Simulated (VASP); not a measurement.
**HfO2: single point with PBE**

The system is HfO2.

```
CELL_PARAMETERS angstrom
0.00000 2.54034 2.54034
2.54034 0.00000 2.54034
2.54034 2.54034 0.00000
ATOMIC_POSITIONS crystal
Hf 0.00000 0.00000 0.00000
O 0.25000 0.25000 0.25000
O 0.75000 0.75000 0.75000
```

This cell differs from its parent crystal: volume scaled by 0.98.

```yaml
Program: VASP 6.6.1
Task: single point
Functional: PBE
Potentials_or_basis: VASP PAW PBE potentials, release 64 (Hf_pv, O)
Cutoff: 520 eV
k_mesh: 9 × 9 × 9
Occupations: fermi-dirac, width 0.01 eV
Spin: no spin polarisation
```

| Item | Value |
| --- | --- |
| Pressure | -1.2 GPa |
| Band gap on the k mesh | 3.89 eV, indirect (least direct gap 4.01 eV) |

Levels at points of the mesh, in eV from the valence-band top:
| k point | band 7 | band 8 | band 9 | band 10 | band 11 | band 12 | band 13 | band 14 | band 15 | band 16 |
| --- | --- | --- | --- | --- | --- | --- | --- | --- | --- | --- |
| (0.00, 0.00, 0.00) | -5.25 | -5.25 | -0.55 | -0.55 | -0.55 | 3.92 | 3.92 | 5.84 | 10.39 | 10.39 |

Wall time 13 s on 1 thread of Intel(R) Xeon(R) 6975P-C (Granite Rapids), on a shared host, peak memory 0.16 GiB.

Caveat: spin-orbit coupling is left out, which moves the levels of the heavy elements. A k mesh can miss the band edges.
